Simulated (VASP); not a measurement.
Runs of VASP 6.6.1 on Sn. The structure is that of space group P6_3/mmc (No. 194), or close to it. The cells are those of the table. This isn't the form of Sn at room conditions, which is tetragonal (white tin).

| cell | gap on the mesh (eV) | pressure (GPa) |
| --- | --- | --- |
| a = 2.604, b = 2.604, c = 8.555 Å, angles 90.0, 90.0, 120.0°, 4 atoms | none | (b) |
| a = 3.218, b = 3.218, c = 10.455 Å, angles 90.0, 90.0, 120.0°, 4 atoms | none | (a) |
| a = 2.874, b = 2.874, c = 9.368 Å, angles 90.0, 90.0, 120.0°, 4 atoms | none | 81.1 |
| a = 3.411, b = 3.411, c = 11.081 Å, angles 90.0, 90.0, 120.0°, 4 atoms | none | 0.0 |
| a = 3.113, b = 3.113, c = 10.112 Å, angles 90.0, 90.0, 120.0°, 4 atoms | none | 24.5 |

Alike in all rows: task single point; level PBE; potentials or basis VASP PAW PBE potentials, release 64 (Sn_d); no spin polarisation; k mesh 12 × 12 × 3; cutoff (eV) 520; smearing fermi-dirac 0.1 eV.

Estimate the missing entries.

(a) 12.3; (b) 254.7.

Caveats: spin-orbit coupling is left out, which moves the levels of the heavy elements; the cell stands under pressure (at least some runs).

A k mesh can miss the band edges, and the runs leave out spin-orbit coupling on Sn.

A gap of «none» marks levels without a gap at the run's occupations.
